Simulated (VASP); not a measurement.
Set up this calculation in VASP 6.6.1, as the native input.

| Item | Value |
| --- | --- |
| Task | single point |
| Functional | PBE0 |
| Potentials or basis | VASP PAW PBE potentials, release 64 (Sb) |
| Cutoff | 520 eV |
| k mesh | 6 × 6 × 6 |
| Occupations | fermi-dirac, width 0.05 eV |
| Spin | no spin polarisation |
| Dipole correction | no |
| Grid for exact exchange (PRECFOCK) | Normal |
| Further INCAR settings | ALGO = Normal; EDIFF = 1e-06; NBANDS = 8 |

The system is Sb.

```
Sb
1.0
    -1.57654    1.57654    2.71194
     1.57654   -1.57654    2.71194
     1.57654    1.57654   -2.71194
Sb
1
Direct
  0.00000 0.00000 0.00000
```

The input as run:

POSCAR

```
Sb
1.0
   -1.5765401831      1.5765401831      2.7119384313
    1.5765401831     -1.5765401831      2.7119384313
    1.5765401831      1.5765401831     -2.7119384313
Sb
1
Direct
    0.0000000000      0.0000000000      0.0000000000
```

INCAR.step1

```
SYSTEM = Sb
PREC = Accurate
ENCUT = 520
EDIFF = 1E-5
ISMEAR = -1
SIGMA = 0.05
LREAL = .False.
LASPH = .True.
NELM = 100
ALGO = Normal
ISIF = 2
LWAVE = .True.
NBANDS = 8
GGA = PE
```

INCAR.step2

```
SYSTEM = Sb
PREC = Accurate
ENCUT = 520
EDIFF = 1E-6
ISMEAR = -1
SIGMA = 0.05
LREAL = .False.
LASPH = .True.
NELM = 100
ALGO = Normal
ISIF = 2
LWAVE = .False.
LCHARG = .True.
GGA = PE
LHFCALC = .True.
AEXX = 0.25
PRECFOCK = Normal
LELF = .True.
LVHAR = .True.
NBANDS = 8
ISTART = 1
```

KPOINTS

```
regular mesh
0
Gamma
  6 6 6
  0 0 0
```

Potentials or basis: VASP PAW PBE potentials, release 64 (Sb).

The run is started by

```bash
$ cat potpaw_PBE.64/Sb/POTCAR > POTCAR
$ cp INCAR.step1 INCAR
$ mpirun -np 1 vasp_std > vasp.out
$ cp INCAR.step2 INCAR
$ mpirun -np 1 vasp_std > vasp.out
```

It gave:

```yaml
Pressure: -1.9 GPa
```

Caveat: the k points lie up to 0.47 Å⁻¹ apart; the PAW data sets were made with another functional, which shifts forces and pressure a little.

It took 5.5 min on 1 thread of Intel(R) Xeon(R) 6975P-C (Granite Rapids), with other jobs on the host, peak memory 0.17 GiB.
